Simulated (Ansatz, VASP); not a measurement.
One calculation of Ag, two programs

```xyz
4
Lattice="4.0266 0.0000 0.0000 0.0000 6.6754 0.0000 0.0000 0.0000 3.0024" Properties=species:S:1:pos:R:3 pbc="T T T"
Ag    0.0825    1.6689    1.9059
Ag    3.9441    5.0066    1.0965
Ag    1.9308    5.0066    0.4047
Ag    2.0959    1.6689    2.5976
```

Alike in both runs: task relaxation of cell and atoms; functional PBE; k mesh 4 × 4 × 6; occupations gaussian, width 0.1 eV; no spin polarisation.

```csv
,VASP,Ansatz
version,VASP 6.6.1,Ansatz 0.2.0
potentials or method,"VASP PAW PBE potentials, release 64 (Ag), cutoff 600 eV","scalar-relativistic, plane waves, PAW"
valence electrons in the cell,44,76
```

Ansatz gave:

| Quantity | Value |
| --- | --- |
| gap on the k mesh at the Fermi level, each at its own relaxed structure (eV) | none |
| relaxed volume (Å³/atom) | 17.84 |
| relaxed cell length with the largest relative difference (Å) | 3.045 |

What did VASP give for the same quantities?

gap on the k mesh at the Fermi level, each at its own relaxed structure (eV): none; relaxed volume (Å³/atom): 17.83; relaxed cell length with the largest relative difference (Å): 3.020.

A gap of «none» marks a metal or a gap that the smearing closes. VASP's potentials hold 44 valence electrons a cell and Ansatz's 76, so a difference there can come from the potentials and not from the codes.

The k mesh is coarse, so the values compare programs but aren't converged.
